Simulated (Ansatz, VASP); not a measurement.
## Al: VASP beside Ansatz

```
Al
1.0
     2.65166   -0.03860    0.00526
    -1.35926    2.45008   -0.04367
     0.00910   -0.08201    4.72556
Al
2
Direct
  0.62550 0.28809 0.76505
  0.42033 0.73124 0.23795
```

Alike in both runs: task single point; functional LDA; k mesh 8 × 8 × 4; occupations fermi-dirac, width 0.05 eV; no spin polarisation.

|  | VASP | Ansatz |
| --- | --- | --- |
| version | VASP 6.6.1 | Ansatz 0.2.0 |
| potentials or method | VASP PAW LDA potentials, release 64 (Al), cutoff 520 eV | plane waves, PAW |
| valence electrons in the cell | 6 | 6 |

```csv
,VASP,Ansatz,Ansatz less VASP
pressure (GPa),5.8,5.7,-0.12
"traceless stress, the component that is largest in VASP (GPa)",2.56,2.57,+0.012
rms of the force components (eV/Å),0.416,0.413,-0.0028
```

LDA's correlation is that of Perdew and Zunger in VASP and of Perdew and Wang (1992) in Ansatz. Atom by atom the forces differ by 0.003 eV/Å (rms over components). Ansatz's warnings: stress scf threshold loose.
